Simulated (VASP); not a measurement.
A run of VASP 6.6.1:

INCAR

```
SYSTEM = Ta2N
ALGO = Normal ; EDIFF = 1E-6
ENCUT = 600 ; GGA = PE
GGA_COMPAT = .FALSE. ; ISIF = 2
ISMEAR = -1 ; ISYM = 0
LASPH = .TRUE. ; LCHARG = .FALSE.
LREAL = .FALSE. ; LWAVE = .FALSE.
NBANDS = 20 ; NELM = 120
PREC = Accurate ; SIGMA = 0.012
```

File KPOINTS:

```
Automatic mesh
0
Gamma
  3 3 2
  0.5 0.5 0
```

File POSCAR:

```
Ta2N
1.0
    3.1128615060      0.0000000000      0.0000000000
   -1.5564307530      2.6958171426      0.0000000000
    0.0000000000      0.0000000000      4.8698410000
Ta N
2 1
Direct
    0.6666666667      0.3333333333      0.7452890000
    0.3333333333      0.6666666667      0.2547110000
    0.0000000000      0.0000000000      0.0000000000
```

Potentials or basis: VASP PAW PBE potentials, release 64 (Ta_pv, N).

Launch:

```bash
$ cat potpaw_PBE.64/Ta_pv/POTCAR potpaw_PBE.64/N/POTCAR > POTCAR
$ mpirun -np 1 vasp_std > vasp.out
```

Hardware: 1 thread of AMD EPYC 7R43 64-Core Processor (Zen 3), on a shared host.

Task: How long does it take, and how much memory?

Result: Wall time 53 s on 1 thread of AMD EPYC 7R43 64-Core Processor (Zen 3) (shared host), peak memory 0.16 GiB. Counts: scf iterations 13, k points 30.
